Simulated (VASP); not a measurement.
A run of VASP 6.6.1 is set up as follows.

INCAR

```
ALGO = Normal ; EDIFF = 1E-6
ENCUT = 700 ; GGA = PE
GGA_COMPAT = False ; ISIF = 2
ISMEAR = 0 ; LASPH = True
LCHARG = False ; LREAL = False
LWAVE = False ; NBANDS = 33
NELM = 120 ; PREC = Accurate
SIGMA = 0.1
```

File KPOINTS:

```
k-points
0
Gamma
  6 6 6
```

Contents of POSCAR:

```
Ta2SiO3
1.0
    5.2636115300      0.0000000000      0.0000000000
   -2.6318057700      4.5584213000      0.0000000000
    0.0000000000      0.0000000000      3.6162871700
Ta Si O
2 1 3
Direct
    0.3333333300      0.6666666700      0.5000000000
    0.6666666700      0.3333333300      0.5000000000
    0.0000000000      0.0000000000      0.0000000000
    0.5000000000      0.0000000000      0.5000000000
    0.0000000000      0.5000000000      0.5000000000
    0.5000000000      0.5000000000      0.5000000000
```

Potentials or basis: VASP PAW PBE potentials, release 64 (Ta_sv_GW, Si, O).

Command:

```console
$ cat potpaw_PBE.64/Ta_sv_GW/POTCAR potpaw_PBE.64/Si/POTCAR potpaw_PBE.64/O/POTCAR > POTCAR
$ mpirun -np 1 vasp_std > vasp.out
```

**Question.** Estimate the pressure.

**Answer.** 174.5 GPa.

**Question.** What does it give for the band gap on the k mesh?

**Answer.** Zero (bands 24 and 25 overlap by 1.49 eV).

Stress tensor (GPa, compression positive):
```
264.13   0.00   0.00
  0.00 264.13   0.00
  0.00   0.00  -4.72
```

Caveat: the stress differs along the axes, from -5 to 264 GPa; spin-orbit coupling is left out, which moves the levels of the heavy elements.
